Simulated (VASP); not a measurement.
## Y: single point with PBEsol

Crystal: Y.

```
Y
1.0
     0.00000    3.41290    3.41290
     3.41290    0.00000    3.41290
     3.41290    3.41290    0.00000
Y
2
Direct
  0.87500 0.87500 0.87500
  0.12500 0.12500 0.12500
```

This isn't the form of Y at room conditions, which is hcp.

```
Program             : VASP 6.6.1
Task                : single point
Functional          : PBEsol
Potentials or basis : VASP PAW PBE potentials, release 64 (Y_sv)
Cutoff              : 520 eV
k mesh              : 10 × 10 × 10
Occupations         : fermi-dirac, width 0.08 eV
Spin                : no spin polarisation
```

The pressure is 0.0 GPa. The band gap on the k mesh is zero (bands 11 and 12 overlap by 0.63 eV).

Levels at points of the mesh, in eV from the Fermi level:
```csv
k point,band 8,band 9,band 10,band 11,band 12,band 13,band 14,band 15
"(0.00, 0.00, 0.00)",-22.62,-3.73,-0.10,-0.10,0.54,0.54,0.54,2.21
"(0.50, 0.00, 0.00)",-22.52,-1.63,-0.69,-0.09,-0.09,0.53,0.53,0.76
"(0.50, 0.50, 0.00)",-22.42,-1.11,-1.11,0.11,0.11,0.63,0.63,2.14
```

Wall time 50 s on 1 thread of Intel(R) Xeon(R) Platinum 8259CL CPU @ 2.50GHz (Skylake/Cascade Lake), on a shared host, peak memory 0.24 GiB.

Caveat: the PAW data sets were made with another functional, which shifts forces and pressure a little.
